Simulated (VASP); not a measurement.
# Hf3H8 (P6/mmm) in VASP: a series of runs, part 2 of 3

VASP 6.6.1.

### Step 3. Single point, PBE

This run uses another cell than the first one, of 10.02 Å³/atom.

INCAR reads:

```
ALGO = Fast
EDIFF = 1E-7
ENCUT = 520
GGA = PE
ISIF = 2
ISMEAR = 0
LASPH = T
LCHARG = F
LREAL = F
LWAVE = F
NBANDS = 30
NELM = 80
PREC = Accurate
SIGMA = 0.1
```

KPOINTS reads:

```
k-points
0
Gamma
  6 6 2
```

POSCAR reads:

```
Hf3H8
1.0
    3.8481424983     -0.0000000030      0.0000000000
   -1.9240712466      3.3325891624      0.0000000000
    0.0000000000      0.0000000000      8.5952919182
Hf H
3 8
Direct
    0.0000000000      0.0000000000      0.8462220208
    0.0000000000      0.0000000000      0.1537779792
    0.0000000000      0.0000000000      0.5000000000
    0.5000000000      0.0000000000      0.5000000000
    0.0000000000      0.5000000000      0.5000000000
    0.5000000000      0.5000000000      0.5000000000
    0.5000000000      0.0000000000      0.0000000000
    0.0000000000      0.5000000000      0.0000000000
    0.5000000000      0.5000000000      0.0000000000
    0.3333333333      0.6666666667      0.5000000000
    0.6666666667      0.3333333333      0.5000000000
```

Potentials or basis: VASP PAW PBE potentials, release 64 (Hf_pv, H).

Run with:

```sh
> cat potpaw_PBE.64/Hf_pv/POTCAR potpaw_PBE.64/H/POTCAR > POTCAR
> mpirun -np 1 vasp_std > vasp.out
```

OUTCAR:

```text
EDIFF = 1E-7
   ENCUT = 520
   GGA = PE
   ISIF = 2
   ISMEAR = 0
   LASPH = T
   LREAL = F
   NELM = 80
   PREC = Accurate

 ion  position               nearest neighbor table
   1  0.000  0.000  0.846-   9 2.33   9 2.33   7 2.33   7 2.33   8 2.33   8 2.33   2 2.64   3 2.98

   2  0.000  0.000  0.154-   9 2.33   9 2.33   7 2.33   7 2.33   8 2.33   8 2.33   1 2.64   3 2.98

   3  0.000  0.000  0.500-   6 1.92   6 1.92   4 1.92   4 1.92   5 1.92   5 1.92  11 2.22  10 2.22
                            10 2.22  11 2.22  11 2.22  10 2.22   1 2.98   2 2.98
   4  0.500  0.000  0.500-   3 1.92   3 1.92
   5  0.000  0.500  0.500-   3 1.92   3 1.92
   6  0.500  0.500  0.500-   3 1.92   3 1.92
   7  0.500  0.000  0.000-   1 2.33   2 2.33   1 2.33   2 2.33
   8  0.000  0.500  0.000-   1 2.33   2 2.33   1 2.33   2 2.33
   9  0.500  0.500  0.000-   1 2.33   2 2.33   1 2.33   2 2.33
  10  0.333  0.667  0.500-   3 2.22   3 2.22   3 2.22
  11  0.667  0.333  0.500-   3 2.22   3 2.22   3 2.22

  LATTYP: Found a hexagonal cell.
 ALAT       =     3.8481424983
 C/A-ratio  =     2.2336210060

  Lattice vectors:

 A1 = (   3.8481424983,  -0.0000000030,   0.0000000000)
 A2 = (  -1.9240712466,   3.3325891624,   0.0000000000)
 A3 = (   0.0000000000,   0.0000000000,   8.5952919182)

Analysis of symmetry for initial positions (statically):
=====================================================================
 Subroutine PRICEL returns:
 Original cell was already a primitive cell.

 Routine SETGRP: Setting up the symmetry group for a
 hexagonal supercell.

 Subroutine GETGRP returns: Found 24 space group operations
 (whereof 24 operations were pure point group operations)
 out of a pool of 24 trial point group operations.

The static configuration has the point symmetry D_6h.

Analysis of symmetry for dynamics (positions and initial velocities):
=====================================================================
 Subroutine PRICEL returns:
 Original cell was already a primitive cell.

 Routine SETGRP: Setting up the symmetry group for a
 hexagonal supercell.

 Subroutine GETGRP returns: Found 24 space group operations
 (whereof 24 operations were pure point group operations)
 out of a pool of 24 trial point group operations.

The dynamic configuration has the point symmetry D_6h.

 Subroutine INISYM returns: Found 24 space group operations
 (whereof 24 operations are pure point group operations),
 and found     1 'primitive' translations

----------------------------------------------------------------------------------------

                                     Primitive cell

  volume of cell :     110.2284

  direct lattice vectors                    reciprocal lattice vectors
     3.848142498 -0.000000003  0.000000000     0.259865637  0.150033495  0.000000000
    -1.924071247  3.332589162  0.000000000     0.000000000  0.300066990  0.000000000
     0.000000000  0.000000000  8.595291918     0.000000000  0.000000000  0.116342762

  length of vectors
     3.848142498  3.848142498  8.595291918     0.300066990  0.300066990  0.116342762

  position of ions in fractional coordinates (direct lattice)
     0.000000000  0.000000000  0.846222021
     0.000000000  0.000000000  0.153777979
     0.000000000  0.000000000  0.500000000
     0.500000000  1.000000000  0.500000000
     0.000000000  0.500000000  0.500000000
[... 66 lines left out ...]
   dimension x,y,z NGX =    30 NGY =   30 NGZ =   64
   dimension x,y,z NGXF=    60 NGYF=   60 NGZF=  128
   ions per type =               3   8
   NGX,Y,Z   is equivalent  to a cutoff of  12.96, 12.96, 12.38 a.u.
   NGXF,Y,Z  is equivalent  to a cutoff of  25.92, 25.92, 24.76 a.u.
 SYSTEM =  unknown system
   PREC   = accura    normal or accurate (medium, high low for compatibility)
   ISTART =      0    job   : 0-new  1-cont  2-samecut
   ICHARG =      2    charge: 1-file 2-atom 10-const
   ISPIN  =      1    spin polarized calculation?
   LNONCOLLINEAR =      F non collinear calculations
   LSORBIT =      F    spin-orbit coupling
   LASPH  =      T    aspherical Exc in radial PAW
   ENCUT  =  520.0 eV  38.22 Ry    6.18 a.u.   7.15  7.15 15.98*2*pi/ulx,y,z
   NELM   =     80;   NELMIN=  2; NELMDL= -5     # of ELM steps
   EDIFF  = 0.1E-06   stopping-criterion for ELM
   LREAL  =      F    real-space projection
   EDIFFG = 0.1E-05   stopping-criterion for IOM
   NSW    =      0    number of steps for IOM
   IBRION =     -1    ionic relax: 0-MD 1-quasi-New 2-CG
   NFREE  =      0    steps in history (QN), initial steepest desc. (CG)
   ISIF   =      2    stress and relaxation
   ISYM   =      2    0-nonsym 1-usesym 2-fastsym
   POTIM  = 0.5000    time-step for ionic-motion
   TEBEG  =    0.0;   TEEND  =   0.0 temperature during run
   PSTRESS=    0.0 pullay stress
   NELECT =      38.0000    total number of electrons
   NUPDOWN=      -1.0000    fix difference up-down
   EMIN   =  10.00;   EMAX   =-10.00  energy-range for DOS
   EFERMI =   0.00;   METHOD = LEGACY
   ISMEAR =     0;   SIGMA  =   0.10  broadening in eV -4-tet -1-fermi 0-gaus
   EFERMI_NEDOS =   21; number of points for ismear=-14 and -15
   IALGO  =     68    algorithm
   IMIX   =      4    mixing-type and parameters
     AMIX     =   0.40;   BMIX     =  1.00
     AMIX_MAG =   1.60;   BMIX_MAG =  1.00
  volume/ion in A,a.u.               =      10.02        67.62
  Fermi-wavevector in a.u.,A,eV,Ry     =   1.147902  2.169220 17.928114  1.317679
  Thomas-Fermi vector in A             =   2.284580
   LORBIT       =      0    0 simple, 1 ext, 2 COOP (PROOUT), +10 PAW based schemes
   GGA     = PE    functional components
   LHFCALC =     F    Hartree Fock is set to
   AEXX    =    0.0000 exact exchange contribution
   IVDW    =     0    specifies the selected vdW correction
   LEPSILON=     F    determine dielectric tensor
   LRPA    =     F    only Hartree local field effects (RPA)
 non-spin polarized calculation
 RMM-DIIS sequential band-by-band and
 Gauss-broadening in eV      SIGMA  =   0.10
  energy-cutoff  :      520.00
  volume of cell :      110.23
 maximum number of plane-waves:      2988
 NGX is ok and might be reduce to    30
   NGX = 15   NGY = 15   NGZ = 31

 number of electron      38.0000005 magnetization

 Free energy of the ion-electron system (eV)
  ---------------------------------------------------
  ext. energy  EPLUGINS =         0.00000000
  ---------------------------------------------------
  free energy    TOTEN  =       -49.98418913 eV

  energy without entropy =      -49.94163966  energy(sigma->0) =      -49.96291440

 E-fermi :   3.2666     XC(G=0): -10.0655

 val. band max:        3.2609391936   @ k =   0.3333   0.1667   0.5000
 cond. band min:       3.2893089081   @ k =   0.3333   0.1667   0.0000
 fundamental gap:      0.0283697145
 Fermi energy:         3.2666393721

 k-point     1 :       0.0000    0.0000    0.0000
  band No.  band energies     occupation
      1     -28.3509      2.00000
      2     -28.3503      2.00000
      3     -28.3503      2.00000
      4     -28.0954      2.00000
      5     -28.0954      2.00000
      6     -27.9775      2.00000
[... 451 lines left out ...]
     29       7.1186      0.00000
     30       7.8369      0.00000

------------------------ aborting loop because EDIFF is reached ----------------------------------------

  FORCE on cell =-STRESS in cart. coord.  units (eV):
  Direction    XX          YY          ZZ          XY          YZ          ZX
  --------------------------------------------------------------------------------------
  -------------------------------------------------------------------------------------
  Total       -0.2735498     -0.2735498     -0.6059046      0.0000000     -0.0000000      0.0000000
  in kB       -3.9760649     -3.9760649     -8.8068631      0.0000000     -0.0000000      0.0000000
  external PRESSURE =      -5.5863310 kB  Pullay stress =       0.0000000 kB

 VOLUME and BASIS-vectors are now :
 -----------------------------------------------------------------------------
  energy-cutoff  :      520.00
  volume of cell :      110.23
      direct lattice vectors                 reciprocal lattice vectors
     3.848142498 -0.000000003  0.000000000     0.259865637  0.150033495  0.000000000
    -1.924071247  3.332589162  0.000000000     0.000000000  0.300066990  0.000000000
     0.000000000  0.000000000  8.595291918     0.000000000  0.000000000  0.116342762

 POSITION                                       TOTAL-FORCE (eV/Angst)
 -----------------------------------------------------------------------------------
      0.00000      0.00000      7.27353        -0.000000     -0.000000      0.110580
      0.00000      0.00000      1.32177        -0.000000     -0.000000     -0.110580
      0.00000      0.00000      4.29765         0.000000      0.000000      0.000000
      1.92407     -0.00000      4.29765         0.000000      0.000000      0.000000
     -0.96204      1.66629      4.29765         0.000000      0.000000      0.000000
      0.96204      1.66629      4.29765         0.000000      0.000000      0.000000
      1.92407     -0.00000      0.00000         0.000000      0.000000      0.000000
     -0.96204      1.66629      0.00000         0.000000      0.000000      0.000000
      0.96204      1.66629      0.00000         0.000000      0.000000      0.000000
      0.00000      2.22173      4.29765        -0.000000     -0.000000      0.000000
      1.92407      1.11086      4.29765         0.000000      0.000000      0.000000
 -----------------------------------------------------------------------------------
    total drift:                               -0.000000     -0.000000      0.000000

  FREE ENERGIE OF THE ION-ELECTRON SYSTEM (eV)
  ---------------------------------------------------
  free  energy   TOTEN  =       -49.9841891297 eV

  energy  without entropy=      -49.9416396644  energy(sigma->0) =      -49.96291440
```

Wall time 89 s (1 thread of Oxide Virtual Turin-like, shared host); peak memory 0.19 GiB.

What came out:

```yaml
Free_energy: -49.9842 eV
Pressure: -0.6 GPa
Largest_force: 0.111 eV/Å
Band_gap_on_the_k_mesh: zero (bands 19 and 20 overlap by 0.89 eV)
```

Forces on the atoms (eV/Å):
```
Hf   0.000  0.000  0.111
Hf   0.000  0.000 -0.111
Hf   0.000  0.000  0.000
H    0.000  0.000  0.000
H    0.000  0.000  0.000
H    0.000  0.000  0.000
H    0.000  0.000  0.000
H    0.000  0.000  0.000
H    0.000  0.000  0.000
H    0.000  0.000  0.000
H    0.000  0.000  0.000
```

Caveat: the k points lie up to 0.37 Å⁻¹ apart, too coarse for converged energies and pressures of a metal; spin-orbit coupling is left out, which moves the levels of the heavy elements.

[end of part 2 of 3]

The gap in the log of VASP goes by the Fermi energy; the results here count the filled bands.